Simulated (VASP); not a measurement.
Pb, 1 atom in the cell. It takes space group Pm-3m (No. 221, cubic). Conventional cell: a = 3.382 Å, b = 3.382 Å, c = 3.382 Å, α = 90.00°, β = 90.00°, γ = 90.00°. Within 4.4 Å of Pb (site symmetry m-3m) lie 6 Pb at 3.38 Å. This isn't the form of Pb at room conditions, which is fcc.

```yaml
Program: VASP 6.6.1
Task: single point
Functional: RPBE
Potentials_or_basis: VASP PAW PBE potentials, release 64 (Pb_d)
Cutoff: 520 eV
k_mesh: 11 × 11 × 11
Occupations: fermi-dirac, width 0.1 eV
Spin: no spin polarisation
Dipole_correction: no
Further_INCAR_settings: ALGO = Normal; EDIFF = 1e-06; NBANDS = 13
```

Potentials or basis: VASP PAW PBE potentials, release 64 (Pb_d).

The run is started by

```console
$ cat potpaw_PBE.64/Pb_d/POTCAR > POTCAR
$ mpirun -np 1 vasp_std > vasp.out
```

Hardware: 1 thread of AMD EPYC 7R13 (shared host).

How long does it take, and how much memory?

Run time: 40 s on 1 thread of AMD EPYC 7R13, on a shared host, peak memory 0.14 GiB. Counts: scf iterations 10, k points 56.
